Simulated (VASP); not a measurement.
# K3Mg4SiF12 (a cell with a defect) in VASP: single point with PBEsol

Aim: the single point of K3Mg4SiF12 (a cell with a defect) with PBEsol.

All numbers are computed with VASP 6.6.1; they aren't measurements. Logs are shortened: lines on timing, memory, paths and dates and some standing lists are left out, and cuts for length are marked.

## Step 1: The cell of the first run

The cell holds a defect, 40 atoms: a = 7.983 Å, b = 7.983 Å, c = 7.983 Å, α = 90.00°, β = 90.00°, γ = 90.00°.

## Step 2: Single point, PBEsol

Input file INCAR:

```
SYSTEM = K3Mg4SiF12
ALGO = Normal
EDIFF = 1E-6
ENCUT = 520
GGA = PS
ISIF = 2
ISMEAR = -1
ISYM = 0
LASPH = .TRUE.
LCHARG = .TRUE.
LELF = .TRUE.
LREAL = Auto
LVHAR = .TRUE.
LWAVE = .FALSE.
NBANDS = 149
NELM = 60
PREC = Accurate
SIGMA = 0.05
```

Input file KPOINTS:

```
Automatic mesh
0
Gamma
  1 1 1
  0.25 0.25 0.25
```

Input file POSCAR:

```
K3Mg4SiF12
1.0
    7.9825440000      0.0000000000      0.0000000000
    0.0000000000      7.9825440000      0.0000000000
    0.0000000000      0.0000000000      7.9825440000
Si K Mg F
2 6 8 24
Direct
    0.9250080000      0.0211720000      0.9789800000
    0.4390690000      0.4305020000      0.5753750000
    0.9959960000      0.9923560000      0.4779000000
    0.9997540000      0.5213970000      0.0130380000
    0.9922200000      0.5218850000      0.4844610000
    0.5042350000      0.9881350000      0.0109150000
    0.5023020000      0.9789240000      0.4954530000
    0.5012240000      0.5066520000      0.0195810000
    0.2542200000      0.2552340000      0.2422030000
    0.1623840000      0.1796400000      0.8194050000
    0.2512110000      0.7531420000      0.2506790000
    0.2565780000      0.7591880000      0.7490160000
    0.7472770000      0.2510810000      0.2591260000
    0.7696620000      0.2598020000      0.7347900000
    0.7498800000      0.7535150000      0.2472010000
    0.7524390000      0.7393850000      0.7511530000
    0.2660170000      0.2880010000      0.9997420000
    0.3043490000      0.2719290000      0.5025700000
    0.2583340000      0.7398120000      0.9964850000
    0.2403820000      0.7616100000      0.5015650000
    0.7726590000      0.2304800000      0.9930410000
    0.7275710000      0.2406410000      0.5006950000
    0.7284770000      0.7204820000      0.9979040000
    0.7622320000      0.7582380000      0.5051070000
    0.0028120000      0.2479340000      0.2602910000
    0.0066740000      0.2717770000      0.6675230000
    0.0017750000      0.7466770000      0.2543850000
    0.0070060000      0.7534500000      0.7567300000
    0.5031040000      0.2494280000      0.2255900000
    0.5081050000      0.2901940000      0.7366060000
    0.4985590000      0.7552580000      0.2475360000
    0.5057890000      0.7511340000      0.7513020000
    0.2566170000      0.0076650000      0.2547510000
    0.2923770000      0.0014820000      0.7394730000
    0.2417040000      0.5024500000      0.2569950000
    0.2778940000      0.4966000000      0.7154270000
    0.7290520000      0.0033320000      0.2779910000
    0.7682110000      0.0059820000      0.7686010000
    0.7611830000      0.4967740000      0.2437230000
    0.7749210000      0.4967850000      0.7600890000
```

Potentials or basis: VASP PAW PBE potentials, release 64 (Si, K_sv, Mg, F).

Started as:

```sh
$ cat potpaw_PBE.64/Si/POTCAR potpaw_PBE.64/K_sv/POTCAR potpaw_PBE.64/Mg/POTCAR potpaw_PBE.64/F/POTCAR > POTCAR
$ mpirun -np 1 vasp_std > vasp.out
```

OUTCAR:

```text
SYSTEM = K3Mg4SiF12
   EDIFF = 1E-6
   ENCUT = 520
   GGA = PS
   ISIF = 2
   ISMEAR = -1
   ISYM = 0
   LASPH = .TRUE.
   LREAL = Auto
   NELM = 60
   PREC = Accurate

 ion  position               nearest neighbor table
   1  0.925  0.021  0.979-  21 2.07  38 2.10  10 2.61  14 2.99  16 3.20  13 3.22  15 3.33   6 3.38

   2  0.439  0.431  0.575-  18 1.76  36 1.78  30 1.79  14 3.23  12 3.31   9 3.35
   3  0.996  0.992  0.478-  24 2.65  27 2.65  37 2.66  25 2.68  20 2.69  26 2.70  33 2.74  15 3.30
                            11 3.33  13 3.36  10 3.38  14 3.47   9 3.49  12 3.53  16 3.55   5 3.76
   4  1.000  0.521  0.013-  27 2.64  39 2.66  23 2.69  19 2.71  40 2.71  35 2.75  28 2.76  17 2.83
                            15 3.30  11 3.32  16 3.36  10 3.39   9 3.46  12 3.50  13 3.55  14 3.56
   5  0.992  0.522  0.484-  26 2.48  27 2.57  24 2.64  39 2.67  35 2.70  20 2.76  40 2.81  25 2.83
                            28 2.86  15 3.28  11 3.34  16 3.35  14 3.40  13 3.43  12 3.54   9 3.56
   6  0.504  0.988  0.011-  31 2.65  29 2.70  34 2.75  33 2.78  23 2.79  37 2.79  19 2.79  32 2.81
                            15 3.30  11 3.36   1 3.38  12 3.41   9 3.46  13 3.48  10 3.48  16 3.49
   7  0.502  0.979  0.495-  37 2.52  34 2.58  31 2.67  20 2.72  24 2.72  32 2.73  33 2.76  22 2.76
                            18 2.82  12 3.32  15 3.33  11 3.33  16 3.44  13 3.48   9 3.59  14 3.64
   8  0.501  0.507  0.020-  23 2.50  17 2.57  29 2.63  31 2.69  19 2.69  39 2.74  35 2.81  30 2.84
                             9 3.33  15 3.34  11 3.36  13 3.42  16 3.47  12 3.54  14 3.69
   9  0.254  0.255  0.242-  17 1.96  33 1.98  35 1.98  29 1.99  25 2.01  18 2.12   8 3.33   2 3.35
                             6 3.46   4 3.46   3 3.49  10 3.51   5 3.56   7 3.59
  10  0.162  0.180  0.819-  17 1.87  34 1.87  26 1.89   1 2.61  14 3.27   3 3.38   4 3.39   6 3.48
                            12 3.49   9 3.51
  11  0.251  0.753  0.251-  31 1.97  27 1.99  35 2.00  20 2.01  33 2.03  19 2.03   4 3.32   7 3.33
                             3 3.33   5 3.34   8 3.36   6 3.36
  12  0.257  0.759  0.749-  34 1.96  20 1.98  19 1.98  32 1.99  28 1.99  36 2.12   2 3.31   7 3.32
                             6 3.41  10 3.49   4 3.50   3 3.53   5 3.54   8 3.54
  13  0.747  0.251  0.259-  22 1.94  29 1.97  39 1.97  37 1.99  25 2.04  21 2.14   1 3.22   3 3.36
                             8 3.42   5 3.43   6 3.48   7 3.48   4 3.55
  14  0.770  0.260  0.735-  40 1.90  22 1.90  26 1.97  38 2.04  21 2.07  30 2.10   1 2.99   2 3.23
                            10 3.27   5 3.40   3 3.47   4 3.56   7 3.64   8 3.69
  15  0.750  0.754  0.247-  31 2.01  27 2.01  23 2.01  37 2.02  39 2.05  24 2.06   5 3.28   3 3.30
                             4 3.30   6 3.30   7 3.33   1 3.33   8 3.34
  16  0.752  0.739  0.751-  40 1.95  32 1.97  24 1.97  23 1.98  28 2.04  38 2.14   1 3.20   5 3.35
                             4 3.36   7 3.44   8 3.47   6 3.49   3 3.55
  17  0.266  0.288  1.000-  10 1.87   9 1.96   8 2.57   4 2.83
  18  0.304  0.272  0.503-   2 1.76   9 2.12   7 2.82
  19  0.258  0.740  0.996-  12 1.98  11 2.03   8 2.69   4 2.71   6 2.79
  20  0.240  0.762  0.502-  12 1.98  11 2.01   3 2.69   7 2.72   5 2.76
  21  0.773  0.230  0.993-   1 2.07  14 2.07  13 2.14
  22  0.728  0.241  0.501-  14 1.90  13 1.94   7 2.76
  23  0.728  0.720  0.998-  16 1.98  15 2.01   8 2.50   4 2.69   6 2.79
  24  0.762  0.758  0.505-  16 1.97  15 2.06   5 2.64   3 2.65   7 2.72
  25  0.003  0.248  0.260-   9 2.01  13 2.04   3 2.68   5 2.83
  26  0.007  0.272  0.668-  10 1.89  14 1.97   5 2.48   3 2.70
  27  0.002  0.747  0.254-  11 1.99  15 2.01   5 2.57   4 2.64   3 2.65
  28  0.007  0.753  0.757-  12 1.99  16 2.04   4 2.76   5 2.86
  29  0.503  0.249  0.226-  13 1.97   9 1.99   8 2.63   6 2.70
  30  0.508  0.290  0.737-   2 1.79  14 2.10   8 2.84
  31  0.499  0.755  0.248-  11 1.97  15 2.01   6 2.65   7 2.67   8 2.69
  32  0.506  0.751  0.751-  16 1.97  12 1.99   7 2.73   6 2.81
  33  0.257  0.008  0.255-   9 1.98  11 2.03   3 2.74   7 2.76   6 2.78
  34  0.292  0.001  0.739-  10 1.87  12 1.96   7 2.58   6 2.75
  35  0.242  0.502  0.257-   9 1.98  11 2.00   5 2.70   4 2.75   8 2.81
  36  0.278  0.497  0.715-   2 1.78  12 2.12
  37  0.729  0.003  0.278-  13 1.99  15 2.02   7 2.52   3 2.66   6 2.79
  38  0.768  0.006  0.769-  14 2.04   1 2.10  16 2.14
  39  0.761  0.497  0.244-  13 1.97  15 2.05   4 2.66   5 2.67   8 2.74
  40  0.775  0.497  0.760-  14 1.90  16 1.95   4 2.71   5 2.81

IMPORTANT INFORMATION: All symmetrisations will be switched off!
NOSYMM: (Re-)initialisation of all symmetry stuff for point group C_1.

----------------------------------------------------------------------------------------

                                     Primitive cell

  volume of cell :     508.6558

  direct lattice vectors                    reciprocal lattice vectors
     7.982544000  0.000000000  0.000000000     0.125273346  0.000000000  0.000000000
     0.000000000  7.982544000  0.000000000     0.000000000  0.125273346  0.000000000
     0.000000000  0.000000000  7.982544000     0.000000000  0.000000000  0.125273346

  length of vectors
     7.982544000  7.982544000  7.982544000     0.125273346  0.125273346  0.125273346

  position of ions in fractional coordinates (direct lattice)
     0.925008000  0.021172000  0.978980000
     0.439069000  0.430502000  0.575375000
     0.995996000  0.992356000  0.477900000
     0.999754000  0.521397000  0.013038000
     0.992220000  0.521885000  0.484461000
     0.504235000  0.988135000  0.010915000
[... 32 lines left out ...]
     0.761183000  0.496774000  0.243723000
     0.774921000  0.496785000  0.760089000

  ion indices of the primitive-cell ions
   primitive index   ion index
                 1           1
                 2           2
                 3           3
                 4           4
                 5           5
                 6           6
[... 32 lines left out ...]
                39          39
                40          40

----------------------------------------------------------------------------------------

 KPOINTS: Automatic mesh

Automatic generation of k-mesh.
 Grid dimensions read from file:
 generate k-points for:    1    1    1

 Generating k-lattice:

  Cartesian coordinates                     Fractional coordinates (reciprocal lattice)
     0.125273346  0.000000000  0.000000000     1.000000000  0.000000000  0.000000000
     0.000000000  0.125273346  0.000000000     0.000000000  1.000000000  0.000000000
     0.000000000  0.000000000  0.125273346     0.000000000  0.000000000  1.000000000

  Length of vectors
     0.125273346  0.125273346  0.125273346

  Shift w.r.t. Gamma in fractional coordinates (k-lattice)
     0.250000000  0.250000000  0.250000000

 Subroutine IBZKPT returns following result:
 ===========================================

 Found      4 irreducible k-points:

 Following reciprocal coordinates:
            Coordinates               Weight
  0.250000  0.250000  0.250000      2.000000
 -0.250000  0.250000  0.250000      2.000000
 -0.250000 -0.250000  0.250000      2.000000
  0.250000 -0.250000  0.250000      2.000000
   k-points           NKPTS =      4   k-points in BZ     NKDIM =      4   number of bands    NBANDS=    149
   number of dos      NEDOS =    301   number of ions     NIONS =     40
   total plane-waves  NPLWV = 216000
   dimension x,y,z NGX =    60 NGY =   60 NGZ =   60
   dimension x,y,z NGXF=   120 NGYF=  120 NGZF=  120
   ions per type =               2   6   8  24
   NGX,Y,Z   is equivalent  to a cutoff of  12.50, 12.50, 12.50 a.u.
   NGXF,Y,Z  is equivalent  to a cutoff of  24.99, 24.99, 24.99 a.u.
 SYSTEM =  K3Mg4SiF12
   PREC   = accura    normal or accurate (medium, high low for compatibility)
   ISTART =      0    job   : 0-new  1-cont  2-samecut
   ICHARG =      2    charge: 1-file 2-atom 10-const
   ISPIN  =      1    spin polarized calculation?
   LNONCOLLINEAR =      F non collinear calculations
   LSORBIT =      F    spin-orbit coupling
   LASPH  =      T    aspherical Exc in radial PAW
   ENCUT  =  520.0 eV  38.22 Ry    6.18 a.u.  14.84 14.84 14.84*2*pi/ulx,y,z
   NELM   =     60;   NELMIN=  2; NELMDL= -5     # of ELM steps
   EDIFF  = 0.1E-05   stopping-criterion for ELM
   LREAL  =      T    real-space projection
   EDIFFG = 0.1E-04   stopping-criterion for IOM
   NSW    =      0    number of steps for IOM
   IBRION =     -1    ionic relax: 0-MD 1-quasi-New 2-CG
   NFREE  =      0    steps in history (QN), initial steepest desc. (CG)
   ISIF   =      2    stress and relaxation
   ISYM   =      0    0-nonsym 1-usesym 2-fastsym
   POTIM  = 0.5000    time-step for ionic-motion
   TEBEG  =    0.0;   TEEND  =   0.0 temperature during run
   PSTRESS=    0.0 pullay stress
   NELECT =     246.0000    total number of electrons
   NUPDOWN=      -1.0000    fix difference up-down
   EMIN   =  10.00;   EMAX   =-10.00  energy-range for DOS
   EFERMI =   0.00;   METHOD = LEGACY
   ISMEAR =    -1;   SIGMA  =   0.05  broadening in eV -4-tet -1-fermi 0-gaus
   EFERMI_NEDOS =   21; number of points for ismear=-14 and -15
   IALGO  =     38    algorithm
   IMIX   =      4    mixing-type and parameters
     AMIX     =   0.40;   BMIX     =  1.00
     AMIX_MAG =   1.60;   BMIX_MAG =  1.00
  volume/ion in A,a.u.               =      12.72        85.81
  Fermi-wavevector in a.u.,A,eV,Ry     =   1.285026  2.428347 22.467185  1.651292
  Thomas-Fermi vector in A             =   2.417185
   LORBIT       =      0    0 simple, 1 ext, 2 COOP (PROOUT), +10 PAW based schemes
   GGA     = PS    functional components
   LHFCALC =     F    Hartree Fock is set to
   AEXX    =    0.0000 exact exchange contribution
   IVDW    =     0    specifies the selected vdW correction
   LEPSILON=     F    determine dielectric tensor
   LRPA    =     F    only Hartree local field effects (RPA)
 non-spin polarized calculation
  energy-cutoff  :      520.00
  volume of cell :      508.66
 maximum number of plane-waves:     13679
   NGX = 29   NGY = 29   NGZ = 29

 number of electron     246.0000021 magnetization

 Free energy of the ion-electron system (eV)
  ---------------------------------------------------
  ext. energy  EPLUGINS =         0.00000000
  ---------------------------------------------------
  free energy    TOTEN  =      -199.35915228 eV

  energy without entropy =     -199.35915036  energy(sigma->0) =     -199.35915132

 E-fermi :   4.3100     XC(G=0):  -9.8911

 val. band max:        3.6031320906   @ k =  -0.2500   0.2500   0.2500
 cond. band min:       5.0045349890   @ k =   0.2500   0.2500   0.2500
 fundamental gap:      1.4014028984
 Fermi energy:         4.3099983903

 k-point     1 :       0.2500    0.2500    0.2500
  band No.  band energies     occupation
      1     -26.9088      2.00000
      2     -26.8475      2.00000
      3     -26.7706      2.00000
      4     -26.5596      2.00000
      5     -26.5524      2.00000
      6     -26.5458      2.00000
[... 541 lines left out ...]
    134       8.8247      0.00000
    135       9.1255      0.00000
 [bands above 135 left out]

------------------------ aborting loop because EDIFF is reached ----------------------------------------

  FORCE on cell =-STRESS in cart. coord.  units (eV):
  Direction    XX          YY          ZZ          XY          YZ          ZX
  --------------------------------------------------------------------------------------
  -------------------------------------------------------------------------------------
  Total        6.1055597      7.4688067      7.6421809      0.9801363     -0.1978539     -0.7707946
  in kB       19.2314533     23.5254446     24.0715430      3.0872593     -0.6232055     -2.4278693
  external PRESSURE =      22.2761470 kB  Pullay stress =       0.0000000 kB

 VOLUME and BASIS-vectors are now :
 -----------------------------------------------------------------------------
  energy-cutoff  :      520.00
  volume of cell :      508.66
      direct lattice vectors                 reciprocal lattice vectors
     7.982544000  0.000000000  0.000000000     0.125273346  0.000000000  0.000000000
     0.000000000  7.982544000  0.000000000     0.000000000  0.125273346  0.000000000
     0.000000000  0.000000000  7.982544000     0.000000000  0.000000000  0.125273346

 POSITION                                       TOTAL-FORCE (eV/Angst)
 -----------------------------------------------------------------------------------
      7.38392      0.16901      7.81475         0.016774     -0.004007      0.029376
      3.50489      3.43650      4.59296         0.092911      0.091127     -0.074071
      7.95058      7.92153      3.81486         0.020269     -0.006129      0.013766
      7.98058      4.16207      0.10408         0.015145     -0.003221     -0.011528
      7.92044      4.16597      3.86723         0.008181     -0.013162      0.017144
      4.02508      7.88783      0.08713        -0.009911      0.023867     -0.005097
[... 32 lines left out ...]
      6.07618      3.96552      1.94553        -0.013670     -0.002001      0.001184
      6.18584      3.96561      6.06744        -0.015577      0.007465     -0.008525
 -----------------------------------------------------------------------------------
    total drift:                                0.009904     -0.002923     -0.002536

  FREE ENERGIE OF THE ION-ELECTRON SYSTEM (eV)
  ---------------------------------------------------
  free  energy   TOTEN  =      -199.3591522826 eV

  energy  without entropy=     -199.3591503648  energy(sigma->0) =     -199.35915132
```

Wall time 9.6 min (1 thread of AMD EPYC 7R43 (Zen 3), shared host); peak memory 0.56 GiB.

What came out:

```yaml
Free_energy: -199.3592 eV
Pressure: 2.2 GPa
Largest_force: 0.150 eV/Å
Band_gap_on_the_k_mesh: 1.40 eV
```

Forces on the atoms (eV/Å):
```
Si   0.017 -0.004  0.029
Si   0.093  0.091 -0.074
K    0.020 -0.006  0.014
K    0.015 -0.003 -0.012
K    0.008 -0.013  0.017
K   -0.010  0.024 -0.005
K   -0.009  0.006  0.005
K   -0.016 -0.018  0.008
Mg   0.011 -0.002  0.008
Mg   0.031  0.018 -0.028
Mg  -0.004 -0.002  0.009
Mg  -0.006  0.001 -0.008
Mg  -0.012 -0.004 -0.006
Mg  -0.009  0.012  0.007
Mg  -0.001  0.004  0.010
Mg   0.004 -0.009 -0.004
F   -0.039 -0.035  0.006
F   -0.062 -0.070 -0.050
F   -0.005  0.011 -0.006
F    0.009 -0.004  0.005
F   -0.003  0.012  0.002
F    0.017  0.001 -0.005
F    0.033  0.033 -0.012
F   -0.015 -0.003  0.004
F    0.004  0.006 -0.013
F   -0.008 -0.015  0.040
F   -0.009  0.017 -0.016
F   -0.012  0.006  0.003
F   -0.001  0.000  0.019
F    0.039 -0.048  0.047
F    0.009 -0.007 -0.007
F    0.013 -0.011  0.006
F   -0.011 -0.001 -0.023
F   -0.023 -0.009  0.020
F    0.011  0.000  0.000
F   -0.052  0.048  0.049
F    0.017 -0.009 -0.036
F   -0.015 -0.022  0.006
F   -0.014 -0.002  0.001
F   -0.016  0.007 -0.009
```

Stress tensor (GPa, compression positive):
```
 1.92  0.31 -0.24
 0.31  2.35 -0.06
-0.24 -0.06  2.41
```

Levels at points of the mesh, in eV from the valence-band top:
| k point | band 120 | band 121 | band 122 | band 123 | band 124 | band 125 | band 126 | band 127 |
| --- | --- | --- | --- | --- | --- | --- | --- | --- |
| (0.25, 0.25, 0.25) | -4.91 | -4.15 | -2.70 | 0.00 | 1.40 | 1.82 | 2.51 | 2.73 |

Caveat: the k points lie up to 0.79 Å⁻¹ apart; the PAW data sets were made with another functional, which shifts forces and pressure a little.
